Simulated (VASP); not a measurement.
# Si (P6_3/mmc) in VASP: a series of runs, part 2 of 2

VASP 6.6.1. Earlier steps stand in the parts before.

**3. Single point, LDA**

INCAR reads:

```
ALGO = Normal
EDIFF = 1E-7
ENCUT = 520
GGA = CA
ISIF = 2
ISMEAR = 0
LASPH = True
LCHARG = False
LREAL = False
LWAVE = False
NBANDS = 16
NELM = 60
PREC = Accurate
SIGMA = 0.03
```

KPOINTS reads:

```
k-points
0
Gamma
  12 12 6
```

POSCAR reads:

```
Si
1.0
    3.8016851185      0.0000000000      0.0000000000
   -1.9008425593      3.2923558898      0.0000000000
    0.0000000000      0.0000000000      6.2886938331
Si
4
Direct
    0.3333333333      0.6666666667      0.0534951140
    0.6666666667      0.3333333333      0.5534951140
    0.3333333333      0.6666666667      0.4465048860
    0.6666666667      0.3333333333      0.9465048860
```

Potentials or basis: VASP PAW LDA potentials, release 64 (Si).

Launch:

```sh
> cat potpaw_LDA.64/Si/POTCAR > POTCAR
> mpirun -np 1 vasp_std > vasp.out
```

OUTCAR:

```text
EDIFF = 1E-7
   ENCUT = 520
   GGA = CA
   ISIF = 2
   ISMEAR = 0
   LASPH = True
   LREAL = False
   NELM = 60
   PREC = Accurate

 ion  position               nearest neighbor table
   1  0.333  0.667  0.053-   4 2.30   4 2.30   4 2.30   3 2.47
   2  0.667  0.333  0.553-   3 2.30   3 2.30   3 2.30   4 2.47
   3  0.333  0.667  0.447-   2 2.30   2 2.30   2 2.30   1 2.47
   4  0.667  0.333  0.947-   1 2.30   1 2.30   1 2.30   2 2.47

  LATTYP: Found a hexagonal cell.
 ALAT       =     3.8016851185
 C/A-ratio  =     1.6541858773

  Lattice vectors:

 A1 = (   3.8016851185,   0.0000000000,   0.0000000000)
 A2 = (  -1.9008425593,   3.2923558898,   0.0000000000)
 A3 = (   0.0000000000,   0.0000000000,   6.2886938331)

Analysis of symmetry for initial positions (statically):
=====================================================================
 Subroutine PRICEL returns:
 Original cell was already a primitive cell.

 Routine SETGRP: Setting up the symmetry group for a
 hexagonal supercell.

 Subroutine GETGRP returns: Found 24 space group operations
 (whereof 12 operations were pure point group operations)
[... 173 lines left out ...]
 cond. band min:       6.4191031940   @ k =   0.5000   0.0000   0.1667
 fundamental gap:      0.0565697509
 Fermi energy:         6.3709974954

 k-point     1 :       0.0000    0.0000    0.0000
  band No.  band energies     occupation
      1      -6.1709      2.00000
      2      -4.0349      2.00000
      3      -0.6969      2.00000
      4       4.5127      2.00000
      5       4.5127      2.00000
      6       5.8732      2.00000
[... 433 lines left out ...]
      3      -0.7208      2.00000
      4       1.2744      2.00000
      5       1.5278      2.00000
      6       3.3022      2.00000
[... 8 lines left out ...]
     15      13.1148      0.00000
     16      13.2734      0.00000

 [... further k-points ...]

------------------------ aborting loop because EDIFF is reached ----------------------------------------

  FORCE on cell =-STRESS in cart. coord.  units (eV):
  Direction    XX          YY          ZZ          XY          YZ          ZX
  --------------------------------------------------------------------------------------
  -------------------------------------------------------------------------------------
  Total        1.5106047      1.5106047     -1.9973718     -0.0000000     -0.0000000      0.0000000
  in kB       30.7480834     30.7480834    -40.6561379     -0.0000000     -0.0000000      0.0000000
  external PRESSURE =       6.9466763 kB  Pullay stress =       0.0000000 kB

 VOLUME and BASIS-vectors are now :
 -----------------------------------------------------------------------------
  energy-cutoff  :      520.00
  volume of cell :       78.71
      direct lattice vectors                 reciprocal lattice vectors
     3.801685119  0.000000000  0.000000000     0.263041249  0.151866936  0.000000000
    -1.900842559  3.292355890  0.000000000     0.000000000  0.303733871  0.000000000
     0.000000000  0.000000000  6.288693833     0.000000000  0.000000000  0.159015533

 POSITION                                       TOTAL-FORCE (eV/Angst)
 -----------------------------------------------------------------------------------
     -0.00000      2.19490      0.33641        -0.000000     -0.000000      1.291161
      1.90084      1.09745      3.48076         0.000000      0.000000      1.291161
     -0.00000      2.19490      2.80793        -0.000000      0.000000     -1.291161
      1.90084      1.09745      5.95228         0.000000     -0.000000     -1.291161
 -----------------------------------------------------------------------------------
    total drift:                               -0.000000      0.000000     -0.000000

  FREE ENERGIE OF THE ION-ELECTRON SYSTEM (eV)
  ---------------------------------------------------
  free  energy   TOTEN  =       -23.6320002414 eV

  energy  without entropy=      -23.6318717002  energy(sigma->0) =      -23.63193597
```

OSZICAR:

```text
N       E                     dE             d eps       ncg     rms          rms(c)
DAV:   1     0.249304963592E+02    0.24930E+02   -0.60176E+03  2432   0.822E+02
DAV:   2    -0.222808055276E+02   -0.47211E+02   -0.42534E+02  3392   0.123E+02
DAV:   3    -0.241607057581E+02   -0.18799E+01   -0.18685E+01  3240   0.231E+01
DAV:   4    -0.241834295445E+02   -0.22724E-01   -0.22718E-01  3064   0.328E+00
DAV:   5    -0.241838578041E+02   -0.42826E-03   -0.42813E-03  3312   0.422E-01    0.730E+00
DAV:   6    -0.238023208903E+02    0.38154E+00   -0.15430E-01  2872   0.183E+00    0.437E+00
DAV:   7    -0.236319314028E+02    0.17039E+00   -0.29584E-01  2968   0.258E+00    0.320E-01
DAV:   8    -0.236320982346E+02   -0.16683E-03   -0.24718E-02  2968   0.822E-01    0.114E-01
DAV:   9    -0.236319713111E+02    0.12692E-03   -0.73851E-04  3288   0.148E-01    0.889E-02
DAV:  10    -0.236320029496E+02   -0.31638E-04   -0.73238E-05  3040   0.482E-02    0.670E-02
DAV:  11    -0.236320002441E+02    0.27055E-05   -0.67414E-06  3152   0.136E-02    0.567E-03
DAV:  12    -0.236320002414E+02    0.26844E-08   -0.17277E-07  3040   0.230E-03
   1 F= -.23632000E+02 E0= -.23631936E+02  d E =-.128541E-03
```

It took 75 s on 1 thread of Intel Xeon Platinum 8259CL at 2.50GHz (Skylake/Cascade Lake), shared host; peak memory 0.19 GiB.

Results:

```yaml
Free_energy: -23.6320 eV
Pressure: 0.7 GPa
Largest_force: 1.291 eV/Å
Band_gap_on_the_k_mesh: zero (bands 8 and 9 overlap by 0.19 eV)
```

Forces in eV/Å, atoms in the order of the input:
```
Si   0.000  0.000  1.291
Si   0.000  0.000  1.291
Si   0.000  0.000 -1.291
Si   0.000  0.000 -1.291
```

Levels at points of the mesh, in eV from the Fermi level:
```tsv
k point	band 4	band 5	band 6	band 7	band 8	band 9	band 10	band 11	band 12	band 13
(0.00, 0.00, 0.00)	-1.86	-1.86	-0.50	-0.50	0.14	0.67	1.82	1.86	1.86	3.42
(0.50, 0.00, 0.00)	-6.45	-4.66	-3.42	-2.93	-1.93	-0.05	1.95	3.22	3.34	3.91
(0.00, 0.00, 0.50)	-4.15	-1.30	-1.30	-1.30	-1.30	1.44	1.44	2.69	2.69	2.69
(0.50, 0.00, 0.50)	-7.66	-2.81	-2.81	-2.38	-2.38	0.67	0.67	1.19	1.19	5.77
```

Caveat: semilocal functionals underestimate gaps, so a narrow gap can read as zero; forces of over 1 eV/Å act on the atoms, so gaps and moduli don't describe the material at rest.

**4. Single point, LDA**

This run uses another cell than the first one, of the same volume but with other edges.

INCAR reads:

```
SYSTEM = Si
PREC = Accurate ; ENCUT = 520
EDIFF = 1E-6 ; ISMEAR = 0
SIGMA = 0.03 ; LREAL = .FALSE.
LASPH = .TRUE. ; NELM = 60
ALGO = Normal ; ISIF = 2
LWAVE = .FALSE. ; LCHARG = .TRUE.
LELF = .TRUE. ; LVHAR = .TRUE.
NBANDS = 16
```

KPOINTS reads:

```
regular mesh
0
G
  12 12 6
  0 0 0
```

POSCAR reads:

```
Si
1.0
    3.6181519190      0.0000000000      0.0000000000
   -1.8090759595      3.1334114766      0.0000000000
    0.0000000000      0.0000000000      6.9428717174
Si
4
Direct
    0.3333333333      0.6666666667      0.0534951140
    0.6666666667      0.3333333333      0.5534951140
    0.3333333333      0.6666666667      0.4465048860
    0.6666666667      0.3333333333      0.9465048860
```

Launch:

```sh
> cat potpaw_LDA.64/Si/POTCAR > POTCAR
> mpirun -np 1 vasp_std > vasp.out
```

Wall time 83 s (1 thread of Intel Xeon Platinum 8259CL at 2.50GHz (Skylake/Cascade Lake), shared host); peak memory 0.2 GiB.

It converged, with:

* Free energy: -22.6699 eV
* Pressure: 6.5 GPa
* Largest force: 1.945 eV/Å
* Band gap on the k mesh: 0.04 eV (least direct gap 0.10 eV)

Forces in eV/Å, atoms in the order of the input:
```
Si   0.000  0.000  1.945
Si   0.000  0.000  1.945
Si   0.000  0.000 -1.945
Si   0.000  0.000 -1.945
```

Stress tensor (GPa, compression positive):
```
 16.64   0.00   0.00
  0.00  16.64   0.00
  0.00   0.00 -13.75
```

Levels at points of the mesh, in eV from the valence-band top:
```
           k point  band 6  band 7  band 8  band 9  band 10  band 11
(0.00, 0.00, 0.00)   -0.16   -0.07   -0.07    0.05     2.76     2.99
(0.50, 0.00, 0.00)   -2.60   -2.26   -1.77    0.94     2.14     2.33
(0.00, 0.00, 0.50)   -0.47   -0.47   -0.47    3.08     3.08     3.50
(0.50, 0.00, 0.50)   -2.29   -2.23   -2.23    0.69     0.69     1.49
```

Caveat: the cell stands under pressure; forces of over 1 eV/Å act on the atoms, so gaps and moduli don't describe the material at rest.

**5. Single point, LDA**

INCAR reads:

```
ALGO = Normal
EDIFF = 1E-6
ENCUT = 520
ISIF = 2
ISMEAR = 0
LASPH = True
LCHARG = False
LREAL = False
LWAVE = False
NBANDS = 16
NELM = 60
PREC = Accurate
SIGMA = 0.03
```

KPOINTS reads:

```
k-points
0
Gamma
  12 12 6
```

POSCAR reads:

```
Si
1.0
    3.8016851185      0.0000000000      0.0000000000
   -1.9008425593      3.2923558898      0.0000000000
    0.0000000000      0.0000000000      6.2886938331
Si
4
Direct
    0.3333333333      0.6666666667      0.0725769780
    0.6666666667      0.3333333333      0.5725769780
    0.3333333333      0.6666666667      0.4274230220
    0.6666666667      0.3333333333      0.9274230220
```

Launch:

```sh
> cat potpaw_LDA.64/Si/POTCAR > POTCAR
> mpirun -np 1 vasp_std > vasp.out
```

Run time: 66 s. Hardware: 1 thread of Intel Xeon Platinum 8259CL at 2.50GHz (Skylake/Cascade Lake), shared host; peak memory 0.19 GiB.

It converged, with:

| Property | Result |
| --- | --- |
| Free energy | -23.5857 eV |
| Pressure | 0.4 GPa |
| Largest force | 1.881 eV/Å |
| Band gap on the k mesh | zero (bands 8 and 9 overlap by 0.11 eV) |

Forces on the atoms (eV/Å):
```
Si   0.000  0.000 -1.881
Si   0.000  0.000 -1.881
Si   0.000  0.000  1.881
Si   0.000  0.000  1.881
```

Stress tensor (GPa, compression positive):
```
-2.71  0.00  0.00
 0.00 -2.71  0.00
 0.00  0.00  6.71
```

Levels at points of the mesh, in eV from the Fermi level:
| k point | band 5 | band 6 | band 7 | band 8 | band 9 | band 10 | band 11 | band 12 |
| --- | --- | --- | --- | --- | --- | --- | --- | --- |
| (0.00, 0.00, 0.00) | -1.73 | -1.31 | 0.06 | 0.06 | 0.87 | 1.50 | 1.50 | 2.30 |
| (0.50, 0.00, 0.00) | -5.37 | -3.75 | -3.31 | -1.44 | 0.12 | 2.03 | 2.17 | 2.24 |
| (0.00, 0.00, 0.50) | -1.08 | -1.08 | -1.08 | -1.08 | 1.68 | 1.68 | 2.70 | 2.70 |
| (0.50, 0.00, 0.50) | -3.06 | -3.06 | -2.61 | -2.61 | 0.40 | 0.40 | 1.45 | 1.45 |

Caveat: semilocal functionals underestimate gaps, so a narrow gap can read as zero; forces of over 1 eV/Å act on the atoms, so gaps and moduli don't describe the material at rest.

**6. Single point, LDA**

This run uses another cell than the first one, of the same volume but with other edges.

INCAR reads:

```
PREC = Accurate
ENCUT = 520
EDIFF = 1E-6
ISMEAR = 0
SIGMA = 0.03
LREAL = False
LASPH = True
NELM = 100
ALGO = Normal
ISIF = 2
LWAVE = False
LCHARG = False
NBANDS = 16
```

KPOINTS reads:

```
Automatic mesh
0
Gamma
  12 12 6
```

POSCAR reads:

```
Si
1.0
    3.6181519190      0.0000000000      0.0000000000
   -1.8090759595      3.1334114766      0.0000000000
    0.0000000000      0.0000000000      6.9428717174
Si
4
Direct
    0.3333333333      0.6666666667      0.0630360460
    0.6666666667      0.3333333333      0.5630360460
    0.3333333333      0.6666666667      0.4369639540
    0.6666666667      0.3333333333      0.9369639540
```

Potentials or basis: VASP PAW LDA potentials, release 64 (Si).

Launch:

```sh
> cat potpaw_LDA.64/Si/POTCAR > POTCAR
> mpirun -np 1 vasp_std > vasp.out
```

Wall time 92 s (1 thread of Intel Xeon Platinum 8259CL at 2.50GHz (Skylake/Cascade Lake), shared host); peak memory 0.2 GiB.

Results (log left out):

- Free energy: -23.0774 eV
- Pressure: 2.6 GPa
- Largest force: 1.010 eV/Å
- Band gap on the k mesh: zero (bands 8 and 9 overlap by 0.19 eV)

Forces in eV/Å, atoms in the order of the input:
```
Si   0.000  0.000  1.010
Si   0.000  0.000  1.010
Si   0.000  0.000 -1.010
Si   0.000  0.000 -1.010
```

Stress tensor (GPa, compression positive):
```
 11.63   0.00   0.00
  0.00  11.63   0.00
  0.00   0.00 -15.39
```

Levels at points of the mesh, in eV from the Fermi level:
```
           k point  band 4  band 5  band 6  band 7  band 8  band 9  band 10  band 11  band 12  band 13
(0.00, 0.00, 0.00)   -0.81   -0.71   -0.71   -0.12    0.16    0.16     2.66     2.83     2.83     4.21
(0.50, 0.00, 0.00)   -6.62   -4.46   -2.83   -2.55   -1.58    0.91     2.12     2.48     2.48     3.82
(0.00, 0.00, 0.50)   -4.93   -0.34   -0.34   -0.34   -0.34    2.94     2.94     3.47     3.47     3.47
(0.50, 0.00, 0.50)   -7.43   -2.79   -2.79   -2.13   -2.13    0.41     0.41     1.54     1.54     5.65
```

Caveat: semilocal functionals underestimate gaps, so a narrow gap can read as zero; forces of over 1 eV/Å act on the atoms, so gaps and moduli don't describe the material at rest.

**7. The runs side by side**

```tsv
cell	gap on the mesh (eV)	pressure (GPa)	largest force (eV/Å)
a = 3.802, b = 3.802, c = 6.289 Å, angles 90.0, 90.0, 120.0°, 4 atoms, atomic positions A	none	1.8	1.96
a = 3.802, b = 3.802, c = 6.289 Å, angles 90.0, 90.0, 120.0°, 4 atoms, atomic positions B	none	0.7	1.29
a = 3.618, b = 3.618, c = 6.943 Å, angles 90.0, 90.0, 120.0°, 4 atoms, atomic positions B	0.04	6.5	1.94
a = 3.802, b = 3.802, c = 6.289 Å, angles 90.0, 90.0, 120.0°, 4 atoms, atomic positions C	none	0.4	1.88
a = 3.618, b = 3.618, c = 6.943 Å, angles 90.0, 90.0, 120.0°, 4 atoms, atomic positions D	none	2.6	1.01
```

Alike in all rows: task single point; level LDA; potentials or basis VASP PAW LDA potentials, release 64 (Si); no spin polarisation; k mesh 12 × 12 × 6; cutoff (eV) 520; smearing gaussian 0.03 eV.

Caveats: forces of over 1 eV/Å act on the atoms, so gaps and moduli don't describe the material at rest; semilocal functionals underestimate gaps, so a narrow gap can read as zero (at least some runs); the cell stands under pressure (at least some runs).

Absolute energies hang on the potentials; compare differences alone.
